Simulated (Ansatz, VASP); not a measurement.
Given: the input of a run of Ansatz 0.2.0 on Pb.

Contents of input.yaml:

```yaml
crystal:
  lattice:
    - [-1.9529041306, 1.9529041306, 1.9529041306]
    - [1.9529041306, -1.9529041306, 1.9529041306]
    - [1.9529041306, 1.9529041306, -1.9529041306]
  atoms:
    - { symbol: Pb, position: [0.0, 0.0, 0.0] }
kpoints:
  mp_grid: { grid: [9, 9, 9] }
scf:
  occupations: { method: fermi_dirac, width: 0.05 }
hamiltonian:
  xc: pbesol
  pseudopotentials: { kind: all_electron, lapw: { basis_error: 0.0005 } }
output:
  forces: true
  stress: true
  eigenvalues: true
```

Potentials or basis: all-electron LAPW, scalar-relativistic.

Command:

```bash
$ ansatz run input.yaml --threads 1 --pin off --max-ram 3072MiB --backend cpu --events-out ev --progress --plain --runs-dir out
```

Question: Translate it to VASP 6.6.1. Potentials there: VASP PAW PBE potentials, release 64 (Pb_d).

Answer: As run (the cutoff follows the program's own potentials):

Contents of INCAR:

```
PREC     = Accurate       # precision mode
ENCUT    = 520            # plane-wave cutoff, eV
EDIFF    = 1E-6           # SCF threshold, eV
ISMEAR   = -1             # smearing method
SIGMA    = 0.05           # smearing width, eV
LREAL    = F              # projectors in reciprocal space
LASPH    = T              # aspherical terms in the spheres
NELM     = 60             # most SCF steps
ALGO     = Fast           # electronic algorithm
ISIF     = 2              # what is computed and relaxed
LWAVE    = F              # write WAVECAR
LCHARG   = T              # write CHGCAR
GGA      = PS             # functional
LELF     = T              # ELF
LVHAR    = T            
NBANDS   = 13             # bands
```

The input KPOINTS:

```
regular mesh
0
Gamma
  9 9 9
```

Contents of POSCAR:

```
Pb
1.0
   -1.9529041306      1.9529041306      1.9529041306
    1.9529041306     -1.9529041306      1.9529041306
    1.9529041306      1.9529041306     -1.9529041306
Pb
1
Direct
    0.0000000000      0.0000000000      0.0000000000
```

Potentials or basis: VASP PAW PBE potentials, release 64 (Pb_d).

The run is started by

```sh
$ cat potpaw_PBE.64/Pb_d/POTCAR > POTCAR
$ mpirun -np 1 vasp_std > vasp.out
```

Both were run:

|  | VASP | Ansatz | Ansatz less VASP |
| --- | --- | --- | --- |
| gap on the k mesh at the Fermi level (eV) | none | none | - |
| pressure (GPa) | -0.3 | -0.2 | +0.03 |

VASP's potentials were made for PBE, not for PBEsol. A gap of «none» marks a metal or a gap that the smearing closes. Ansatz ran all-electron here, and VASP with PAW potentials.

Neither program's run includes spin-orbit coupling.
